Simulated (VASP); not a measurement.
# Si (Fd-3m) in VASP: relaxation of cell and atoms with LDA

Aim: the relaxation of cell and atoms of Si with LDA.

All numbers are computed with VASP 6.6.1; they aren't measurements. Logs are shortened: lines on timing, memory, paths and dates and some standing lists are left out, and cuts for length are marked.

**1. The cell of the first run**

Symmetry: Fd-3m, No. 227, cubic system. Conventional cell: a = 5.431 Å, b = 5.431 Å, c = 5.431 Å, α = 90.00°, β = 90.00°, γ = 90.00°. Within 3.1 Å of Si (site symmetry -43m) lie 4 Si at 2.35 Å.

**2. Relaxation of cell and atoms, LDA**

Input file INCAR:

```
PREC = Accurate ; ENCUT = 600
EDIFF = 1E-6 ; ISMEAR = 0
SIGMA = 0.01 ; LREAL = F
LASPH = T ; NELM = 60
ALGO = Normal ; ISIF = 3
LWAVE = F ; LCHARG = F
GGA = CA ; IBRION = 2
NSW = 80 ; EDIFFG = -0.002
```

Input file KPOINTS:

```
regular mesh
0
Gamma
  6 6 6
```

Input file POSCAR:

```
Si
1.0
    5.4310000000      0.0000000000      0.0000000000
    0.0000000000      5.4310000000      0.0000000000
    0.0000000000      0.0000000000      5.4310000000
Si
8
Direct
    0.0000000000      0.0000000000      0.0000000000
    0.0000000000      0.5000000000      0.5000000000
    0.5000000000      0.0000000000      0.5000000000
    0.5000000000      0.5000000000      0.0000000000
    0.2500000000      0.2500000000      0.2500000000
    0.2500000000      0.7500000000      0.7500000000
    0.7500000000      0.2500000000      0.7500000000
    0.7500000000      0.7500000000      0.2500000000
```

Potentials or basis: VASP PAW LDA potentials, release 64 (Si).

On the command line:

```
$ cat potpaw_LDA.64/Si/POTCAR > POTCAR
$ mpirun -np 1 vasp_std > vasp.out
```

OUTCAR:

```text
PREC = Accurate
   ENCUT = 600
   EDIFF = 1E-6
   ISMEAR = 0
   LREAL = F
   LASPH = T
   NELM = 60
   ISIF = 3
   GGA = CA
   IBRION = 2
   NSW = 80
   EDIFFG = -0.002

 ion  position               nearest neighbor table
   1  0.000  0.000  0.000-   5 2.35   6 2.35   7 2.35   8 2.35
   2  0.000  0.500  0.500-   5 2.35   6 2.35   7 2.35   8 2.35
   3  0.500  0.000  0.500-   5 2.35   6 2.35   7 2.35   8 2.35
   4  0.500  0.500  0.000-   5 2.35   6 2.35   7 2.35   8 2.35
   5  0.250  0.250  0.250-   1 2.35   2 2.35   3 2.35   4 2.35
   6  0.250  0.750  0.750-   1 2.35   2 2.35   3 2.35   4 2.35
   7  0.750  0.250  0.750-   1 2.35   2 2.35   3 2.35   4 2.35
   8  0.750  0.750  0.250-   1 2.35   2 2.35   3 2.35   4 2.35

  LATTYP: Found a simple cubic cell.
 ALAT       =     5.4310000000

  Lattice vectors:

 A1 = (   5.4310000000,   0.0000000000,   0.0000000000)
 A2 = (   0.0000000000,   5.4310000000,   0.0000000000)
 A3 = (   0.0000000000,   0.0000000000,   5.4310000000)

Analysis of symmetry for initial positions (statically):
=====================================================================
 Subroutine PRICEL returns following result:

  LATTYP: Found a face centered cubic cell.
 ALAT       =     5.4310000000

  Lattice vectors:

 A1 = (   2.7155000000,  -2.7155000000,   0.0000000000)
 A2 = (   2.7155000000,   0.0000000000,   2.7155000000)
 A3 = (   0.0000000000,  -2.7155000000,   2.7155000000)

   4 primitive cells build up your supercell.

 Routine SETGRP: Setting up the symmetry group for a
 simple cubic supercell.

 Subroutine GETGRP returns: Found 48 space group operations
 (whereof 24 operations were pure point group operations)
 out of a pool of 48 trial point group operations.

The static configuration has the point symmetry T_d .
 The point group associated with its full space group is O_h .

Analysis of symmetry for dynamics (positions and initial velocities):
=====================================================================
 Subroutine PRICEL returns following result:

  LATTYP: Found a face centered cubic cell.
 ALAT       =     5.4310000000

  Lattice vectors:

 A1 = (   2.7155000000,  -2.7155000000,   0.0000000000)
 A2 = (   2.7155000000,   0.0000000000,   2.7155000000)
 A3 = (   0.0000000000,  -2.7155000000,   2.7155000000)

   4 primitive cells build up your supercell.

 Routine SETGRP: Setting up the symmetry group for a
 simple cubic supercell.

 Subroutine GETGRP returns: Found 48 space group operations
 (whereof 24 operations were pure point group operations)
 out of a pool of 48 trial point group operations.

The dynamic configuration has the point symmetry T_d .
 The point group associated with its full space group is O_h .

 Subroutine INISYM returns: Found 48 space group operations
 (whereof 24 operations are pure point group operations),
 and found     4 'primitive' translations

----------------------------------------------------------------------------------------

                                     Primitive cell

  volume of cell :      40.0479

  direct lattice vectors                    reciprocal lattice vectors
     2.715500000 -2.715500000  0.000000000     0.184128153 -0.184128153 -0.184128153
     2.715500000  0.000000000  2.715500000     0.184128153  0.184128153  0.184128153
     0.000000000 -2.715500000  2.715500000    -0.184128153 -0.184128153  0.184128153

  length of vectors
     3.840296929  3.840296929  3.840296929     0.318919316  0.318919316  0.318919316

  position of ions in fractional coordinates (direct lattice)
     0.000000000  0.000000000  0.000000000
     0.750000000  0.750000000  0.750000000

  ion indices of the primitive-cell ions
   primitive index   ion index
                 1           1
                 2           5

----------------------------------------------------------------------------------------

 KPOINTS: regular mesh

Automatic generation of k-mesh.
 Grid dimensions read from file:
 generate k-points for:    6    6    6

 Generating k-lattice:

  Cartesian coordinates                     Fractional coordinates (reciprocal lattice)
     0.030688026  0.000000000  0.000000000     0.166666667  0.000000000  0.000000000
     0.000000000  0.030688026  0.000000000     0.000000000  0.166666667  0.000000000
     0.000000000  0.000000000  0.030688026     0.000000000  0.000000000  0.166666667

  Length of vectors
     0.030688026  0.030688026  0.030688026

  Shift w.r.t. Gamma in fractional coordinates (k-lattice)
     0.000000000  0.000000000  0.000000000

 Subroutine IBZKPT returns following result:
 ===========================================

 Found     20 irreducible k-points:

 Following reciprocal coordinates:
            Coordinates               Weight
  0.000000  0.000000  0.000000      1.000000
  0.166667  0.000000  0.000000      6.000000
  0.333333  0.000000  0.000000      6.000000
  0.500000  0.000000  0.000000      3.000000
  0.166667  0.166667  0.000000     12.000000
  0.333333  0.166667  0.000000     24.000000
[... 12 lines left out ...]
  0.500000  0.500000  0.333333      6.000000
  0.500000  0.500000  0.500000      1.000000
   k-points           NKPTS =     20   k-points in BZ     NKDIM =     20   number of bands    NBANDS=     21
   number of dos      NEDOS =    301   number of ions     NIONS =      8
   total plane-waves  NPLWV = 110592
   dimension x,y,z NGX =    48 NGY =   48 NGZ =   48
   dimension x,y,z NGXF=    96 NGYF=   96 NGZF=   96
   ions per type =               8
   NGX,Y,Z   is equivalent  to a cutoff of  14.69, 14.69, 14.69 a.u.
   NGXF,Y,Z  is equivalent  to a cutoff of  29.39, 29.39, 29.39 a.u.
 SYSTEM =  unknown system
   PREC   = accura    normal or accurate (medium, high low for compatibility)
   ISTART =      0    job   : 0-new  1-cont  2-samecut
   ICHARG =      2    charge: 1-file 2-atom 10-const
   ISPIN  =      1    spin polarized calculation?
   LNONCOLLINEAR =      F non collinear calculations
   LSORBIT =      F    spin-orbit coupling
   LASPH  =      T    aspherical Exc in radial PAW
   ENCUT  =  600.0 eV  44.10 Ry    6.64 a.u.  10.85 10.85 10.85*2*pi/ulx,y,z
   NELM   =     60;   NELMIN=  2; NELMDL= -5     # of ELM steps
   EDIFF  = 0.1E-05   stopping-criterion for ELM
   LREAL  =      F    real-space projection
   EDIFFG = -.2E-02   stopping-criterion for IOM
   NSW    =     80    number of steps for IOM
   IBRION =      2    ionic relax: 0-MD 1-quasi-New 2-CG
   NFREE  =      1    steps in history (QN), initial steepest desc. (CG)
   ISIF   =      3    stress and relaxation
   ISYM   =      2    0-nonsym 1-usesym 2-fastsym
   POTIM  = 0.5000    time-step for ionic-motion
   TEBEG  =    0.0;   TEEND  =   0.0 temperature during run
   PSTRESS=    0.0 pullay stress
   NELECT =      32.0000    total number of electrons
   NUPDOWN=      -1.0000    fix difference up-down
   EMIN   =  10.00;   EMAX   =-10.00  energy-range for DOS
   EFERMI =   0.00;   METHOD = LEGACY
   ISMEAR =     0;   SIGMA  =   0.01  broadening in eV -4-tet -1-fermi 0-gaus
   EFERMI_NEDOS =   21; number of points for ismear=-14 and -15
   IALGO  =     38    algorithm
   IMIX   =      4    mixing-type and parameters
     AMIX     =   0.40;   BMIX     =  1.00
     AMIX_MAG =   1.60;   BMIX_MAG =  1.00
  volume/ion in A,a.u.               =      20.02       135.13
  Fermi-wavevector in a.u.,A,eV,Ry     =   0.956999  1.808467 12.460868  0.915848
  Thomas-Fermi vector in A             =   2.085978
   LORBIT       =      0    0 simple, 1 ext, 2 COOP (PROOUT), +10 PAW based schemes
   GGA     = CA    functional components
   LHFCALC =     F    Hartree Fock is set to
   AEXX    =    0.0000 exact exchange contribution
   IVDW    =     0    specifies the selected vdW correction
   LEPSILON=     F    determine dielectric tensor
   LRPA    =     F    only Hartree local field effects (RPA)
 conjugate gradient relaxation of ions
 non-spin polarized calculation
 Gauss-broadening in eV      SIGMA  =   0.01
  energy-cutoff  :      600.00
  volume of cell :      160.19
 maximum number of plane-waves:      5400
 NGX is ok and might be reduce to    48
   NGX = 21   NGY = 21   NGZ = 21

--------------------------------------- Ionic step        1  -------------------------------------------

 number of electron      32.0000000 magnetization

 Free energy of the ion-electron system (eV)
  ---------------------------------------------------
  ext. energy  EPLUGINS =         0.00000000
  ---------------------------------------------------
  free energy    TOTEN  =       -47.66829457 eV

  energy without entropy =      -47.66829457  energy(sigma->0) =      -47.66829457

------------------------ aborting loop because EDIFF is reached ----------------------------------------

  FORCE on cell =-STRESS in cart. coord.  units (eV):
  Direction    XX          YY          ZZ          XY          YZ          ZX
  --------------------------------------------------------------------------------------
  -------------------------------------------------------------------------------------
  Total       -1.4514883     -1.4514883     -1.4514883     -0.0000000      0.0000000     -0.0000000
  in kB      -14.5172621    -14.5172621    -14.5172621     -0.0000000      0.0000000     -0.0000000
  external PRESSURE =     -14.5172621 kB  Pullay stress =       0.0000000 kB
[... 69 lines left out ...]
  energy  without entropy=      -47.6739615244  energy(sigma->0) =      -47.67396152

--------------------------------------- Ionic step        3  -------------------------------------------

 number of electron      32.0000002 magnetization

 Free energy of the ion-electron system (eV)
  ---------------------------------------------------
  ext. energy  EPLUGINS =         0.00000000
  ---------------------------------------------------
  free energy    TOTEN  =       -47.67961946 eV

  energy without entropy =      -47.67961946  energy(sigma->0) =      -47.67961946

 E-fermi :   6.0000     XC(G=0):  -9.6635

 val. band max:        5.9269943254   @ k =   0.0000   0.0000   0.0000
 cond. band min:       6.3701193347   @ k =   0.1667   0.0000   0.0000
 fundamental gap:      0.4431250093
 Fermi energy:         5.9999572707

 k-point     1 :       0.0000    0.0000    0.0000
  band No.  band energies     occupation
      1      -6.1354      2.00000
      2      -1.9361      2.00000
      3      -1.9361      2.00000
      4      -1.9361      2.00000
      5      -1.9361      2.00000
      6      -1.9361      2.00000
[... 504 lines left out ...]
  FREE ENERGIE OF THE ION-ELECTRON SYSTEM (eV)
  ---------------------------------------------------
  free  energy   TOTEN  =       -47.6796194631 eV

  energy  without entropy=      -47.6796194631  energy(sigma->0) =      -47.67961946

 reached required accuracy - stopping structural energy minimisation
```

It took 4 min on 1 thread of AMD EPYC 7R13, shared host; peak memory 0.24 GiB.

Results:

| Quantity | Value |
| --- | --- |
| Free energy | -47.6796 eV |
| Relaxed volume | 19.72 Å³/atom |
| Relaxed cell | a = 5.403 Å, b = 5.403 Å, c = 5.403 Å, α = 90.00°, β = 90.00°, γ = 90.00° |
| Space group after relaxing (to 0.1 Å) | Fd-3m (No. 227) |
| Energy gained by relaxing | 1.4 meV/atom |
| Ionic steps | 3 |
| Pressure after relaxing | 0.0 GPa |
| Band gap on the k mesh | 0.44 eV |

The path:
```csv
step,energy change (eV),largest force (eV/Å),pressure (GPa),volume (Å³)
1,0.0000,0.0000,-1.45,160.19
2,-0.0057,0.0000,1.07,156.02
3,-0.0113,0.0000,0.00,157.73
```

Final structure:
```
Si
1.0
     5.40301    0.00000    0.00000
     0.00000    5.40301    0.00000
     0.00000    0.00000    5.40301
Si
8
Direct
  0.00000 0.00000 0.00000
  0.00000 0.50000 0.50000
  0.50000 0.00000 0.50000
  0.50000 0.50000 0.00000
  0.25000 0.25000 0.25000
  0.25000 0.75000 0.75000
  0.75000 0.25000 0.75000
  0.75000 0.75000 0.25000
```
